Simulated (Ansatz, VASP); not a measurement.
Two plane-wave programs on NbAl2F3

```xyz
6
Lattice="4.3072 0.0000 0.0000 -2.1536 3.7302 0.0000 0.0000 0.0000 5.5313" Properties=species:S:1:pos:R:3 pbc="T T T"
Al    0.0000    2.4868    2.7656
Al    0.0000    0.0000    2.7656
Nb    0.0000    0.0000    0.0000
F     0.0000    2.4868    0.8196
F     0.0000    2.4868    4.7117
F     2.1536    1.2434    0.0000
```

Alike in both runs: task single point; functional PBE; k mesh 6 × 6 × 4; occupations gaussian, width 0.1 eV; no spin polarisation.

```csv
,VASP,Ansatz
version,VASP 6.6.1,Ansatz 0.2.0
potentials or method,"VASP PAW PBE potentials, release 64 (Al, Nb_sv, F), cutoff 520 eV","scalar-relativistic, plane waves, PAW"
valence electrons in the cell,40,40
```

Ansatz gave:

```
gap on the k mesh at the Fermi level (eV)                     : none
pressure (GPa)                                                : 7.9
traceless stress, the component that is largest in VASP (GPa) : 21.85
rms of the force components (eV/Å)                            : 3.891
```

Problem. What did VASP give for the same quantities?

Solution. gap on the k mesh at the Fermi level (eV): none; pressure (GPa): 7.7; traceless stress, the component that is largest in VASP (GPa): 21.99; rms of the force components (eV/Å): 3.877.

Atom by atom the forces differ by 0.014 eV/Å (rms over components). A gap of «none» marks a metal or a gap that the smearing closes. With one functional, cell and mesh, what is left measures potentials, basis and numerics.
